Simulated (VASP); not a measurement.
Input of a VASP 6.6.1 run:

Contents of INCAR:

```
SYSTEM = Hf3Zr5Hg8
ALGO     = Normal         ! electronic algorithm
EDIFF    = 1E-7           ! SCF threshold, eV
ENCUT    = 520            ! plane-wave cutoff, eV
GGA      = CA             ! functional
ISIF     = 2              ! what is computed and relaxed
ISMEAR   = 0              ! smearing method
LASPH    = .True.         ! aspherical terms in the spheres
LCHARG   = .True.         ! write CHGCAR
LELF     = .True.         ! ELF
LREAL    = Auto         
LVHAR    = .True.       
LWAVE    = .False.        ! write WAVECAR
NBANDS   = 107            ! bands
NELM     = 100            ! most SCF steps
PREC     = Accurate       ! precision mode
SIGMA    = 0.05           ! smearing width, eV
```

File KPOINTS:

```
k-points
0
Gamma
  3 3 2
  0 0 0
```

Contents of POSCAR:

```
Hf3Zr5Hg8
1.0
    6.2940000000      0.0000000000      0.0000000000
    0.0000000000      6.2940000000      0.0000000000
    0.0000000000      0.0000000000      8.3400000000
Hg Hf Zr
8 3 5
Direct
    0.0000000000      0.0000000000      0.0000000000
    0.0000000000      0.0000000000      0.5000000000
    0.0000000000      0.5000000000      0.0000000000
    0.0000000000      0.5000000000      0.5000000000
    0.5000000000      0.0000000000      0.0000000000
    0.5000000000      0.0000000000      0.5000000000
    0.5000000000      0.5000000000      0.0000000000
    0.5000000000      0.5000000000      0.5000000000
    0.2500000000      0.2500000000      0.2500000000
    0.7500000000      0.2500000000      0.2500000000
    0.7500000000      0.7500000000      0.7500000000
    0.2500000000      0.2500000000      0.7500000000
    0.2500000000      0.7500000000      0.2500000000
    0.2500000000      0.7500000000      0.7500000000
    0.7500000000      0.2500000000      0.7500000000
    0.7500000000      0.7500000000      0.2500000000
```

Potentials or basis: VASP PAW LDA potentials, release 64 (Hg, Hf_pv, Zr_sv).

Run with:

```bash
$ cat potpaw_LDA.64/Hg/POTCAR potpaw_LDA.64/Hf_pv/POTCAR potpaw_LDA.64/Zr_sv/POTCAR > POTCAR
$ mpirun -np 1 vasp_std > vasp.out
```

(1) Estimate the pressure.

(2) Predict the band gap on the k mesh.

Results:

(1) -4.1 GPa.

(2) zero (bands 93 and 94 overlap by 0.53 eV).

Caveat: the k points lie up to 0.38 Å⁻¹ apart, too coarse for converged energies and pressures of a metal; spin-orbit coupling is left out, which moves the levels of the heavy elements.
